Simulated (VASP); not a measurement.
# Ni (Fd-3m) in VASP: single point with PBE

Aim: the single point of Ni with PBE.

Program: VASP 6.6.1. These are calculated values, not measurements. Logs are shortened: lines on timing, memory, paths and dates and some standing lists are left out, and cuts for length are marked.

## 1. The cell of the first run

Symmetry: Fd-3m, No. 227, cubic system. The conventional cell has a = 4.048 Å, b = 4.048 Å, c = 4.048 Å, α = 90.00°, β = 90.00°, γ = 90.00°. Within 2.3 Å of Ni (site symmetry -43m) lie 4 Ni at 1.75 Å.

## 2. Single point, PBE, collinear spin, ferromagnetic start

File INCAR:

```
SYSTEM = Ni
  PREC = Accurate
  ENCUT = 520
  EDIFF = 1E-6
  ISMEAR = -1
  SIGMA = 0.1
  LREAL = .False.
  LASPH = .True.
  NELM = 150
  ALGO = Normal
  ISIF = 2
  LWAVE = .False.
  LCHARG = .False.
  ISPIN = 2
  MAGMOM = 1 1
  LORBIT = 11
  LMAXMIX = 4
  GGA = PE
  NBANDS = 21
```

File KPOINTS:

```
Automatic mesh
0
Gamma
  16 16 16
  0 0 0
```

File POSCAR:

```
Ni
1.0
    0.0000000000      2.0241181566      2.0241181566
    2.0241181566      0.0000000000      2.0241181566
    2.0241181566      2.0241181566      0.0000000000
Ni
2
Direct
   -0.1250000000     -0.1250000000     -0.1250000000
    0.1250000000      0.1250000000      0.1250000000
```

Potentials or basis: VASP PAW PBE potentials, release 64 (Ni).

On the command line:

```bash
$ cat potpaw_PBE.64/Ni/POTCAR > POTCAR
$ mpirun -np 1 vasp_std > vasp.out
```

OUTCAR:

```text
SYSTEM = Ni
   PREC = Accurate
   ENCUT = 520
   EDIFF = 1E-6
   ISMEAR = -1
   LREAL = .False.
   LASPH = .True.
   NELM = 150
   ISIF = 2
   ISPIN = 2
   LORBIT = 11
   GGA = PE

 ion  position               nearest neighbor table
   1  0.875  0.875  0.875-   2 1.75   2 1.75   2 1.75   2 1.75
   2  0.125  0.125  0.125-   1 1.75   1 1.75   1 1.75   1 1.75

  LATTYP: Found a face centered cubic cell.
 ALAT       =     4.0482363132

  Lattice vectors:

 A1 = (   0.0000000000,   2.0241181566,   2.0241181566)
 A2 = (   2.0241181566,   0.0000000000,   2.0241181566)
 A3 = (   2.0241181566,   2.0241181566,   0.0000000000)

Analysis of symmetry for initial positions (statically):
=====================================================================
 Subroutine PRICEL returns:
 Original cell was already a primitive cell.

 Routine SETGRP: Setting up the symmetry group for a
 face centered cubic supercell.

 Subroutine GETGRP returns: Found 48 space group operations
 (whereof 12 operations were pure point group operations)
 out of a pool of 48 trial point group operations.

The static configuration has the point symmetry D_3d.
 The point group associated with its full space group is O_h .

Analysis of symmetry for dynamics (positions and initial velocities):
=====================================================================
 Subroutine PRICEL returns:
 Original cell was already a primitive cell.

 Routine SETGRP: Setting up the symmetry group for a
 face centered cubic supercell.

 Subroutine GETGRP returns: Found 48 space group operations
 (whereof 12 operations were pure point group operations)
 out of a pool of 48 trial point group operations.

The dynamic configuration has the point symmetry D_3d.
 The point group associated with its full space group is O_h .

Analysis of structural, dynamic, and magnetic symmetry:
=====================================================================
 Subroutine PRICEL returns:
 Original cell was already a primitive cell.

 Routine SETGRP: Setting up the symmetry group for a
 face centered cubic supercell.

 Subroutine GETGRP returns: Found 48 space group operations
 (whereof 12 operations were pure point group operations)
 out of a pool of 48 trial point group operations.

The overall configuration has the point symmetry D_3d.
 The point group associated with its full space group is O_h .

 Subroutine INISYM returns: Found 48 space group operations
 (whereof 12 operations are pure point group operations),
 and found     1 'primitive' translations

----------------------------------------------------------------------------------------

                                     Primitive cell

  volume of cell :      16.5858

  direct lattice vectors                    reciprocal lattice vectors
     0.000000000  2.024118157  2.024118157    -0.247021153  0.247021153  0.247021153
     2.024118157  0.000000000  2.024118157     0.247021153 -0.247021153  0.247021153
     2.024118157  2.024118157  0.000000000     0.247021153  0.247021153 -0.247021153

  length of vectors
     2.862535349  2.862535349  2.862535349     0.427853187  0.427853187  0.427853187

  position of ions in fractional coordinates (direct lattice)
     0.875000000  0.875000000  0.875000000
     0.125000000  0.125000000  0.125000000

  ion indices of the primitive-cell ions
   primitive index   ion index
                 1           1
                 2           2

----------------------------------------------------------------------------------------

 KPOINTS: Automatic mesh

Automatic generation of k-mesh.
 Grid dimensions read from file:
 generate k-points for:   16   16   16

 Generating k-lattice:

  Cartesian coordinates                     Fractional coordinates (reciprocal lattice)
    -0.015438822  0.015438822  0.015438822     0.062500000  0.000000000  0.000000000
     0.015438822 -0.015438822  0.015438822     0.000000000  0.062500000  0.000000000
     0.015438822  0.015438822 -0.015438822     0.000000000  0.000000000  0.062500000

  Length of vectors
     0.026740824  0.026740824  0.026740824

  Shift w.r.t. Gamma in fractional coordinates (k-lattice)
     0.000000000  0.000000000  0.000000000

 Subroutine IBZKPT returns following result:
 ===========================================

 Found    145 irreducible k-points:

 Following reciprocal coordinates:
            Coordinates               Weight
  0.000000  0.000000  0.000000      1.000000
  0.062500  0.000000  0.000000      8.000000
  0.125000  0.000000  0.000000      8.000000
  0.187500  0.000000  0.000000      8.000000
  0.250000  0.000000  0.000000      8.000000
  0.312500  0.000000  0.000000      8.000000
[... 16 lines left out ...]
 -0.125000  0.062500  0.000000     24.000000
 -0.062500  0.062500  0.000000     12.000000
 [... further k-points ...]
   k-points           NKPTS =    145   k-points in BZ     NKDIM =    145   number of bands    NBANDS=     21
   number of dos      NEDOS =    301   number of ions     NIONS =      2
   total plane-waves  NPLWV =  13824
   dimension x,y,z NGX =    24 NGY =   24 NGZ =   24
   dimension x,y,z NGXF=    48 NGYF=   48 NGZF=   48
   ions per type =               2
   NGX,Y,Z   is equivalent  to a cutoff of  13.94, 13.94, 13.94 a.u.
   NGXF,Y,Z  is equivalent  to a cutoff of  27.88, 27.88, 27.88 a.u.
 SYSTEM =  Ni
   PREC   = accura    normal or accurate (medium, high low for compatibility)
   ISTART =      0    job   : 0-new  1-cont  2-samecut
   ICHARG =      2    charge: 1-file 2-atom 10-const
   ISPIN  =      2    spin polarized calculation?
   LNONCOLLINEAR =      F non collinear calculations
   LSORBIT =      F    spin-orbit coupling
   LASPH  =      T    aspherical Exc in radial PAW
   ENCUT  =  520.0 eV  38.22 Ry    6.18 a.u.   5.32  5.32  5.32*2*pi/ulx,y,z
   NELM   =    150;   NELMIN=  2; NELMDL= -5     # of ELM steps
   EDIFF  = 0.1E-05   stopping-criterion for ELM
   LREAL  =      F    real-space projection
   EDIFFG = 0.1E-04   stopping-criterion for IOM
   NSW    =      0    number of steps for IOM
   IBRION =     -1    ionic relax: 0-MD 1-quasi-New 2-CG
   NFREE  =      0    steps in history (QN), initial steepest desc. (CG)
   ISIF   =      2    stress and relaxation
   ISYM   =      2    0-nonsym 1-usesym 2-fastsym
   POTIM  = 0.5000    time-step for ionic-motion
   TEBEG  =    0.0;   TEEND  =   0.0 temperature during run
   PSTRESS=    0.0 pullay stress
   NELECT =      20.0000    total number of electrons
   NUPDOWN=      -1.0000    fix difference up-down
   EMIN   =  10.00;   EMAX   =-10.00  energy-range for DOS
   EFERMI =   0.00;   METHOD = LEGACY
   ISMEAR =    -1;   SIGMA  =   0.10  broadening in eV -4-tet -1-fermi 0-gaus
   EFERMI_NEDOS =   21; number of points for ismear=-14 and -15
   IALGO  =     38    algorithm
   IMIX   =      4    mixing-type and parameters
     AMIX     =   0.40;   BMIX     =  1.00
     AMIX_MAG =   1.60;   BMIX_MAG =  1.00
  volume/ion in A,a.u.               =       8.29        55.96
  Fermi-wavevector in a.u.,A,eV,Ry     =   1.742498  3.292844 41.311363  3.036299
  Thomas-Fermi vector in A             =   2.814751
   LORBIT       =     11    0 simple, 1 ext, 2 COOP (PROOUT), +10 PAW based schemes
   GGA     = PE    functional components
   LHFCALC =     F    Hartree Fock is set to
   AEXX    =    0.0000 exact exchange contribution
   IVDW    =     0    specifies the selected vdW correction
   LEPSILON=     F    determine dielectric tensor
   LRPA    =     F    only Hartree local field effects (RPA)
 spin polarized calculation
  energy-cutoff  :      520.00
  volume of cell :       16.59
 maximum number of plane-waves:       462
 NGX is ok and might be reduce to    24
   NGX = 11   NGY = 11   NGZ = 11

 number of electron      20.0000011 magnetization       0.8802007

 Free energy of the ion-electron system (eV)
  ---------------------------------------------------
  ext. energy  EPLUGINS =         0.00000000
  ---------------------------------------------------
  free energy    TOTEN  =        -0.46677241 eV

  energy without entropy =       -0.37135529  energy(sigma->0) =       -0.41906385

 E-fermi :  14.6781     XC(G=0): -14.6258

 val. band max:       14.6778246543   @ k =  -0.3125   0.3125   0.0625
 cond. band min:      14.6786476503   @ k =  -0.4375   0.3125   0.0625
 fundamental gap:      0.0008229960
 Fermi energy:        14.6781003487

 spin component 1

 k-point     1 :       0.0000    0.0000    0.0000
  band No.  band energies     occupation
      1       3.5436      1.00000
      2       7.7729      1.00000
      3       7.7729      1.00000
      4       8.6167      1.00000
      5       8.6167      1.00000
      6       8.6167      1.00000
[... 13 lines left out ...]
     20      40.1656      0.00000
     21      40.1656      0.00000

 k-point     2 :       0.0625    0.0000    0.0000
  band No.  band energies     occupation
      1       3.6629      1.00000
      2       7.7131      1.00000
      3       7.7131      1.00000
      4       8.6226      1.00000
      5       8.7121      1.00000
      6       8.7121      1.00000
[... 13 lines left out ...]
     20      39.5895      0.00000
     21      39.5895      0.00000

 k-point     3 :       0.1250    0.0000    0.0000
  band No.  band energies     occupation
      1       4.0126      1.00000
      2       7.6043      1.00000
      3       7.6043      1.00000
      4       8.6493      1.00000
      5       8.9105      1.00000
      6       8.9105      1.00000
[... 13 lines left out ...]
     20      38.5751      0.00000
     21      40.3357      0.00000
[... 457 lines left out ...]
 k-point    23 :      -0.1250    0.0625    0.0000
  band No.  band energies     occupation
      1       4.2769      1.00000
      2       7.3963      1.00000
      3       7.7280      1.00000
      4       8.6681      1.00000
      5       8.8749      1.00000
      6       9.1577      1.00000
[... 13 lines left out ...]
     20      39.8679      0.00000
     21      41.0395      0.00000

 k-point    24 :      -0.0625    0.0625    0.0000
  band No.  band energies     occupation
      1       3.8591      1.00000
      2       7.5393      1.00000
      3       7.7559      1.00000
      4       8.6408      1.00000
      5       8.7377      1.00000
      6       8.9210      1.00000
[... 13 lines left out ...]
     20      39.7264      0.00000
     21      39.7650      0.00000

 [... further k-points ...]

 spin component 2

 k-point     1 :       0.0000    0.0000    0.0000
  band No.  band energies     occupation
      1       3.5736      1.00000
      2       8.1851      1.00000
      3       8.1851      1.00000
      4       9.0235      1.00000
      5       9.0235      1.00000
      6       9.0235      1.00000
[... 13 lines left out ...]
     20      40.2865      0.00000
     21      40.2865      0.00000

 k-point     2 :       0.0625    0.0000    0.0000
  band No.  band energies     occupation
      1       3.6931      1.00000
      2       8.1217      1.00000
      3       8.1217      1.00000
      4       9.0297      1.00000
      5       9.1236      1.00000
      6       9.1236      1.00000
[... 13 lines left out ...]
     20      39.7208      0.00000
     21      39.7208      0.00000

 k-point     3 :       0.1250    0.0000    0.0000
  band No.  band energies     occupation
      1       4.0438      1.00000
      2       8.0071      1.00000
      3       8.0071      1.00000
      4       9.0573      1.00000
      5       9.3307      1.00000
      6       9.3307      1.00000
[... 13 lines left out ...]
     20      38.7298      0.00000
     21      40.4045      0.00000
[... 457 lines left out ...]
 k-point    23 :      -0.1250    0.0625    0.0000
  band No.  band energies     occupation
      1       4.3093      1.00000
      2       7.7925      1.00000
      3       8.1316      1.00000
      4       9.0806      1.00000
      5       9.2942      1.00000
      6       9.5835      1.00000
[... 13 lines left out ...]
     20      39.9939      0.00000
     21      41.1141      0.00000

 k-point    24 :      -0.0625    0.0625    0.0000
  band No.  band energies     occupation
      1       3.8896      1.00000
      2       7.9409      1.00000
      3       8.1640      1.00000
      4       9.0516      1.00000
      5       9.1498      1.00000
      6       9.3395      1.00000
[... 13 lines left out ...]
     20      39.7860      0.00000
     21      39.9183      0.00000

 [... further k-points ...]

------------------------ aborting loop because EDIFF is reached ----------------------------------------

  FORCE on cell =-STRESS in cart. coord.  units (eV):
  Direction    XX          YY          ZZ          XY          YZ          ZX
  --------------------------------------------------------------------------------------
  -------------------------------------------------------------------------------------
  Total       29.8968986     29.8968986     29.8968986      0.0000000      0.0000000      0.0000000
  in kB     2888.0129930   2888.0129930   2888.0129930      0.0000000      0.0000000      0.0000000
  external PRESSURE =    2888.0129930 kB  Pullay stress =       0.0000000 kB

 VOLUME and BASIS-vectors are now :
 -----------------------------------------------------------------------------
  energy-cutoff  :      520.00
  volume of cell :       16.59
      direct lattice vectors                 reciprocal lattice vectors
     0.000000000  2.024118157  2.024118157    -0.247021153  0.247021153  0.247021153
     2.024118157  0.000000000  2.024118157     0.247021153 -0.247021153  0.247021153
     2.024118157  2.024118157  0.000000000     0.247021153  0.247021153 -0.247021153

 POSITION                                       TOTAL-FORCE (eV/Angst)
 -----------------------------------------------------------------------------------
      3.54221      3.54221      3.54221        -0.000000     -0.000000      0.000000
      0.50603      0.50603      0.50603         0.000000      0.000000     -0.000000
 -----------------------------------------------------------------------------------
    total drift:                                0.000000      0.000000      0.000000

  FREE ENERGIE OF THE ION-ELECTRON SYSTEM (eV)
  ---------------------------------------------------
  free  energy   TOTEN  =        -0.4667724090 eV

  energy  without entropy=       -0.3713552912  energy(sigma->0) =       -0.41906385

 total charge

# of ion       s       p       d       tot
------------------------------------------
    1        0.823   0.931   8.950  10.703
    2        0.823   0.931   8.950  10.703
--------------------------------------------------
tot          1.646   1.861  17.899  21.407

 magnetization (x)

# of ion       s       p       d       tot
------------------------------------------
    1       -0.009  -0.005   0.428   0.413
    2       -0.009  -0.005   0.428   0.413
--------------------------------------------------
tot         -0.018  -0.010   0.855   0.827
```

Wall time 34 s (1 thread of Intel Xeon 6975P-C (Granite Rapids), shared host); peak memory 0.2 GiB.

What came out:

| Item | Value |
| --- | --- |
| Free energy | -0.4668 eV |
| Pressure | 288.8 GPa |
| Net moment | 0.88 μB per cell |
| Site moments | Ni +0.41 μB |
